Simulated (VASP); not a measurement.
A run of VASP 6.6.1 is set up as follows.

The input INCAR:

```
SYSTEM = Sc
PREC     = Accurate       ! precision mode
ENCUT    = 520            ! plane-wave cutoff, eV
EDIFF    = 1E-6           ! SCF threshold, eV
ISMEAR   = 0              ! smearing method
SIGMA    = 0.15           ! smearing width, eV
LREAL    = .FALSE.        ! projectors in reciprocal space
LASPH    = .TRUE.         ! aspherical terms in the spheres
NELM     = 80             ! most SCF steps
ALGO     = Fast           ! electronic algorithm
ISIF     = 2              ! what is computed and relaxed
LWAVE    = .FALSE.        ! write WAVECAR
LCHARG   = .TRUE.         ! write CHGCAR
GGA      = PE             ! functional
LELF     = .TRUE.         ! ELF
LVHAR    = .TRUE.       
NBANDS   = 18             ! bands
```

KPOINTS

```
Automatic mesh
0
G
  18 18 10
  0 0 0
```

The input POSCAR:

```
Sc
1.0
    3.4080618342      0.0000000000      0.0000000000
   -1.7040309171      2.9514681261      0.0000000000
    0.0000000000      0.0000000000      5.4260400000
Sc
2
Direct
    0.3333333333      0.6666666667      0.2500000000
    0.6666666667      0.3333333333      0.7500000000
```

Potentials or basis: VASP PAW PBE potentials, release 64 (Sc_sv).

Launch:

```console
$ cat potpaw_PBE.64/Sc_sv/POTCAR > POTCAR
$ mpirun -np 1 vasp_std > vasp.out
```

Task: Estimate the pressure.

Result: -4.6 GPa.

Task: Predict the band gap on the k mesh.

Result: Zero (bands 11 and 12 overlap by 1.24 eV).

Stress tensor (GPa, compression positive):
```
-4.19  0.00  0.00
 0.00 -4.19  0.00
 0.00  0.00 -5.29
```

Caveat: the cell differs from its parent crystal (strain +0.030 along x and y, +0.030 along z); the cell stands under tension.
